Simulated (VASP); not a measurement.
# TaBr2 (P6/mmm) in VASP: single point with PBE

Aim: the single point of TaBr2 with PBE.

All numbers are computed with VASP 6.6.1; they aren't measurements. Logs are shortened: lines on timing, memory, paths and dates and some standing lists are left out, and cuts for length are marked.

## 1. The cell of the first run

It takes space group P6/mmm (No. 191, hexagonal). Conventional cell: a = 4.919 Å, b = 4.919 Å, c = 3.163 Å, α = 90.00°, β = 90.00°, γ = 120.00°. Ta (site symmetry 6/mmm) has 6 Br at 2.84 Å and 2 Ta at 3.16 Å within 3.7 Å. Br (site symmetry -6m2) has 3 Ta at 2.84 Å and 5 Br at 2.84 to 3.16 Å within 3.7 Å.

## 2. Single point, PBE, collinear spin, ferromagnetic start

Input file INCAR:

```
PREC = Accurate
ENCUT = 520
EDIFF = 1E-6
ISMEAR = 0
SIGMA = 0.1
LREAL = F
LASPH = T
NELM = 150
ALGO = Normal
ISIF = 2
LWAVE = F
LCHARG = F
ISPIN = 2
MAGMOM = 1 0 0
LORBIT = 11
LMAXMIX = 4
GGA = PE
NBANDS = 24
```

Input file KPOINTS:

```
regular mesh
0
Gamma
  6 6 6
```

Input file POSCAR:

```
TaBr2
1.0
    4.9193972920      0.0000000000      0.0000000000
   -2.4596986460      4.2603230262      0.0000000000
    0.0000000000      0.0000000000      3.1625864188
Ta Br
1 2
Direct
    0.0000000000      0.0000000000      0.5000000000
    0.6666666667      0.3333333333      0.5000000000
    0.3333333333      0.6666666667      0.5000000000
```

Potentials or basis: VASP PAW PBE potentials, release 64 (Ta_pv, Br).

Started as:

```console
cat potpaw_PBE.64/Ta_pv/POTCAR potpaw_PBE.64/Br/POTCAR > POTCAR
mpirun -np 1 vasp_std > vasp.out
```

OUTCAR:

```text
PREC = Accurate
   ENCUT = 520
   EDIFF = 1E-6
   ISMEAR = 0
   LREAL = F
   LASPH = T
   NELM = 150
   ISIF = 2
   ISPIN = 2
   LORBIT = 11
   GGA = PE

 ion  position               nearest neighbor table
   1  0.000  0.000  0.500-   2 2.84   3 2.84   2 2.84   3 2.84   2 2.84   3 2.84
   2  0.667  0.333  0.500-   1 2.84   1 2.84   1 2.84
   3  0.333  0.667  0.500-   1 2.84   1 2.84   1 2.84

  LATTYP: Found a hexagonal cell.
 ALAT       =     4.9193972920
 C/A-ratio  =     0.6428808716

  Lattice vectors:

 A1 = (   4.9193972920,   0.0000000000,   0.0000000000)
 A2 = (  -2.4596986460,   4.2603230262,   0.0000000000)
 A3 = (   0.0000000000,   0.0000000000,   3.1625864188)

Analysis of symmetry for initial positions (statically):
=====================================================================
 Subroutine PRICEL returns:
 Original cell was already a primitive cell.

 Routine SETGRP: Setting up the symmetry group for a
 hexagonal supercell.

 Subroutine GETGRP returns: Found 24 space group operations
 (whereof 24 operations were pure point group operations)
 out of a pool of 24 trial point group operations.

The static configuration has the point symmetry D_6h.

Analysis of symmetry for dynamics (positions and initial velocities):
=====================================================================
 Subroutine PRICEL returns:
 Original cell was already a primitive cell.

 Routine SETGRP: Setting up the symmetry group for a
 hexagonal supercell.

 Subroutine GETGRP returns: Found 24 space group operations
 (whereof 24 operations were pure point group operations)
 out of a pool of 24 trial point group operations.

The dynamic configuration has the point symmetry D_6h.

Analysis of structural, dynamic, and magnetic symmetry:
=====================================================================
 Subroutine PRICEL returns:
 Original cell was already a primitive cell.

 Routine SETGRP: Setting up the symmetry group for a
 hexagonal supercell.

 Subroutine GETGRP returns: Found 24 space group operations
 (whereof 24 operations were pure point group operations)
 out of a pool of 24 trial point group operations.

The overall configuration has the point symmetry D_6h.

 Subroutine INISYM returns: Found 24 space group operations
 (whereof 24 operations are pure point group operations),
 and found     1 'primitive' translations

----------------------------------------------------------------------------------------

                                     Primitive cell

  volume of cell :      66.2822

  direct lattice vectors                    reciprocal lattice vectors
     4.919397292  0.000000000  0.000000000     0.203276934  0.117361993  0.000000000
    -2.459698646  4.260323026  0.000000000     0.000000000  0.234723985  0.000000000
     0.000000000  0.000000000  3.162586419     0.000000000  0.000000000  0.316196893

  length of vectors
     4.919397292  4.919397292  3.162586419     0.234723985  0.234723985  0.316196893

  position of ions in fractional coordinates (direct lattice)
     0.000000000  0.000000000  0.500000000
     0.666666667  0.333333333  0.500000000
     0.333333333  0.666666667  0.500000000

  ion indices of the primitive-cell ions
   primitive index   ion index
                 1           1
                 2           2
                 3           3

----------------------------------------------------------------------------------------

 KPOINTS: regular mesh

Automatic generation of k-mesh.
 Grid dimensions read from file:
 generate k-points for:    6    6    6

 Generating k-lattice:

  Cartesian coordinates                     Fractional coordinates (reciprocal lattice)
     0.033879489  0.019560332  0.000000000     0.166666667  0.000000000  0.000000000
     0.000000000  0.039120664  0.000000000     0.000000000  0.166666667  0.000000000
     0.000000000  0.000000000  0.052699482     0.000000000  0.000000000  0.166666667

  Length of vectors
     0.039120664  0.039120664  0.052699482

  Shift w.r.t. Gamma in fractional coordinates (k-lattice)
     0.000000000  0.000000000  0.000000000

 Subroutine IBZKPT returns following result:
 ===========================================

 Found     28 irreducible k-points:

 Following reciprocal coordinates:
            Coordinates               Weight
  0.000000  0.000000  0.000000      1.000000
  0.166667  0.000000  0.000000      6.000000
  0.333333  0.000000  0.000000      6.000000
  0.500000  0.000000  0.000000      3.000000
  0.166667  0.166667  0.000000      6.000000
  0.333333  0.166667  0.000000     12.000000
[... 16 lines left out ...]
  0.166667  0.000000  0.500000      6.000000
  0.333333  0.000000  0.500000      6.000000
 [... further k-points ...]
   k-points           NKPTS =     28   k-points in BZ     NKDIM =     28   number of bands    NBANDS=     24
   number of dos      NEDOS =    301   number of ions     NIONS =      3
   total plane-waves  NPLWV =  38400
   dimension x,y,z NGX =    40 NGY =   40 NGZ =   24
   dimension x,y,z NGXF=    80 NGYF=   80 NGZF=   48
   ions per type =               1   2
   NGX,Y,Z   is equivalent  to a cutoff of  13.52, 13.52, 12.62 a.u.
   NGXF,Y,Z  is equivalent  to a cutoff of  27.04, 27.04, 25.23 a.u.
 SYSTEM =  unknown system
   PREC   = accura    normal or accurate (medium, high low for compatibility)
   ISTART =      0    job   : 0-new  1-cont  2-samecut
   ICHARG =      2    charge: 1-file 2-atom 10-const
   ISPIN  =      2    spin polarized calculation?
   LNONCOLLINEAR =      F non collinear calculations
   LSORBIT =      F    spin-orbit coupling
   LASPH  =      T    aspherical Exc in radial PAW
   ENCUT  =  520.0 eV  38.22 Ry    6.18 a.u.   9.15  9.15  5.88*2*pi/ulx,y,z
   NELM   =    150;   NELMIN=  2; NELMDL= -5     # of ELM steps
   EDIFF  = 0.1E-05   stopping-criterion for ELM
   LREAL  =      F    real-space projection
   EDIFFG = 0.1E-04   stopping-criterion for IOM
   NSW    =      0    number of steps for IOM
   IBRION =     -1    ionic relax: 0-MD 1-quasi-New 2-CG
   NFREE  =      0    steps in history (QN), initial steepest desc. (CG)
   ISIF   =      2    stress and relaxation
   ISYM   =      2    0-nonsym 1-usesym 2-fastsym
   POTIM  = 0.5000    time-step for ionic-motion
   TEBEG  =    0.0;   TEEND  =   0.0 temperature during run
   PSTRESS=    0.0 pullay stress
   NELECT =      25.0000    total number of electrons
   NUPDOWN=      -1.0000    fix difference up-down
   EMIN   =  10.00;   EMAX   =-10.00  energy-range for DOS
   EFERMI =   0.00;   METHOD = LEGACY
   ISMEAR =     0;   SIGMA  =   0.10  broadening in eV -4-tet -1-fermi 0-gaus
   EFERMI_NEDOS =   21; number of points for ismear=-14 and -15
   IALGO  =     38    algorithm
   IMIX   =      4    mixing-type and parameters
     AMIX     =   0.40;   BMIX     =  1.00
     AMIX_MAG =   1.60;   BMIX_MAG =  1.00
  volume/ion in A,a.u.               =      22.09       149.10
  Fermi-wavevector in a.u.,A,eV,Ry     =   1.182831  2.235226 19.035752  1.399088
  Thomas-Fermi vector in A             =   2.319077
   LORBIT       =     11    0 simple, 1 ext, 2 COOP (PROOUT), +10 PAW based schemes
   GGA     = PE    functional components
   LHFCALC =     F    Hartree Fock is set to
   AEXX    =    0.0000 exact exchange contribution
   IVDW    =     0    specifies the selected vdW correction
   LEPSILON=     F    determine dielectric tensor
   LRPA    =     F    only Hartree local field effects (RPA)
 spin polarized calculation
 Gauss-broadening in eV      SIGMA  =   0.10
  energy-cutoff  :      520.00
  volume of cell :       66.28
 maximum number of plane-waves:      1803
 NGX is ok and might be reduce to    40
   NGX = 19   NGY = 19   NGZ = 11

 number of electron      25.0000000 magnetization      -0.0001916

 number of electron      25.0000000 magnetization       0.0000572

 Free energy of the ion-electron system (eV)
  ---------------------------------------------------
  ext. energy  EPLUGINS =         0.00000000
  ---------------------------------------------------
  free energy    TOTEN  =       -13.77578808 eV

  energy without entropy =      -13.76538860  energy(sigma->0) =      -13.77058834

 E-fermi :   5.4972     XC(G=0): -10.5315

 val. band max:        5.4889991820   @ k =   0.3333   0.3333   0.3333
 cond. band min:       5.5170318121   @ k =   0.5000   0.0000   0.3333
 fundamental gap:      0.0280326301
 Fermi energy:         5.4972347853

 spin component 1

 k-point     1 :       0.0000    0.0000    0.0000
  band No.  band energies     occupation
      1     -30.4885      1.00000
      2     -30.4885      1.00000
      3     -29.6848      1.00000
      4     -12.8190      1.00000
      5     -10.1580      1.00000
      6      -2.2510      1.00000
[... 16 lines left out ...]
     23      16.7540      0.00000
     24      17.3377      0.00000
[... 598 lines left out ...]
      2     -30.4634      1.00000
      3     -29.9575      1.00000
      4     -11.5557      1.00000
      5     -10.2189      1.00000
      6      -1.3975      1.00000
[... 16 lines left out ...]
     23      15.5635      0.00000
     24      16.5272      0.00000

 [... further k-points ...]

 spin component 2

 k-point     1 :       0.0000    0.0000    0.0000
  band No.  band energies     occupation
      1     -30.4885      1.00000
      2     -30.4885      1.00000
      3     -29.6848      1.00000
      4     -12.8190      1.00000
      5     -10.1580      1.00000
      6      -2.2509      1.00000
[... 16 lines left out ...]
     23      16.7540      0.00000
     24      17.3377      0.00000
[... 598 lines left out ...]
      2     -30.4633      1.00000
      3     -29.9575      1.00000
      4     -11.5557      1.00000
      5     -10.2189      1.00000
      6      -1.3975      1.00000
[... 16 lines left out ...]
     23      15.5635      0.00000
     24      16.5273      0.00000

 [... further k-points ...]

------------------------ aborting loop because EDIFF is reached ----------------------------------------

  FORCE on cell =-STRESS in cart. coord.  units (eV):
  Direction    XX          YY          ZZ          XY          YZ          ZX
  --------------------------------------------------------------------------------------
  -------------------------------------------------------------------------------------
  Total        0.0008338      0.0008338     -0.0804156      0.0000000      0.0000000      0.0000000
  in kB        0.0201544      0.0201544     -1.9438105      0.0000000      0.0000000      0.0000000
  external PRESSURE =      -0.6345006 kB  Pullay stress =       0.0000000 kB

 VOLUME and BASIS-vectors are now :
 -----------------------------------------------------------------------------
  energy-cutoff  :      520.00
  volume of cell :       66.28
      direct lattice vectors                 reciprocal lattice vectors
     4.919397292  0.000000000  0.000000000     0.203276934  0.117361993  0.000000000
    -2.459698646  4.260323026  0.000000000     0.000000000  0.234723985  0.000000000
     0.000000000  0.000000000  3.162586419     0.000000000  0.000000000  0.316196893

 POSITION                                       TOTAL-FORCE (eV/Angst)
 -----------------------------------------------------------------------------------
      0.00000      0.00000      1.58129         0.000000      0.000000      0.000000
      2.45970      1.42011      1.58129         0.000000      0.000000      0.000000
     -0.00000      2.84022      1.58129        -0.000000     -0.000000      0.000000
 -----------------------------------------------------------------------------------
    total drift:                                0.000000     -0.000000      0.000000

  FREE ENERGIE OF THE ION-ELECTRON SYSTEM (eV)
  ---------------------------------------------------
  free  energy   TOTEN  =       -13.7757880822 eV

  energy  without entropy=      -13.7653885990  energy(sigma->0) =      -13.77058834

 total charge

# of ion       s       p       d       tot
------------------------------------------
    1        0.272   6.048   2.206   8.526
    2        1.631   3.194   0.063   4.887
    3        1.631   3.194   0.063   4.887
--------------------------------------------------
tot          3.534  12.435   2.331  18.301

 magnetization (x)

# of ion       s       p       d       tot
------------------------------------------
    1        0.000   0.000   0.000   0.000
    2       -0.000  -0.000   0.000  -0.000
    3       -0.000  -0.000   0.000  -0.000
--------------------------------------------------
tot          0.000  -0.000   0.000   0.000
```

Wall time 75 s (1 thread of AMD EPYC 7R13 (Zen 3), shared host); peak memory 0.22 GiB.

Results:

- Free energy: -13.7758 eV
- Pressure: -0.1 GPa
- Net moment: 0.00 μB per cell
- Valence electrons inside the program's atomic spheres: Ta 8.53; Br 4.89

Levels at points of the mesh, in eV from the Fermi level:
Spin up:
| k point | band 9 | band 10 | band 11 | band 12 | band 13 | band 14 | band 15 | band 16 |
| --- | --- | --- | --- | --- | --- | --- | --- | --- |
| (0.00, 0.00, 0.00) | -3.91 | -2.90 | -2.73 | -0.87 | 0.73 | 1.55 | 1.55 | 2.18 |
| (0.50, 0.00, 0.00) | -3.55 | -2.47 | -2.40 | -1.58 | -0.30 | 1.46 | 2.25 | 2.45 |
| (0.00, 0.00, 0.50) | -4.44 | -3.04 | -3.04 | -1.23 | -1.23 | 1.31 | 2.42 | 2.42 |
| (0.50, 0.00, 0.50) | -5.57 | -3.36 | -2.90 | -1.56 | 0.06 | 0.16 | 1.39 | 2.72 |
Spin down:
```tsv
k point	band 9	band 10	band 11	band 12	band 13	band 14	band 15	band 16
(0.00, 0.00, 0.00)	-3.91	-2.90	-2.73	-0.87	0.73	1.55	1.55	2.18
(0.50, 0.00, 0.00)	-3.55	-2.47	-2.40	-1.58	-0.30	1.46	2.25	2.45
(0.00, 0.00, 0.50)	-4.44	-3.04	-3.04	-1.23	-1.23	1.31	2.42	2.42
(0.50, 0.00, 0.50)	-5.57	-3.36	-2.90	-1.56	0.06	0.16	1.39	2.72
```

Caveat: spin-orbit coupling is left out, which moves the levels of the heavy elements.
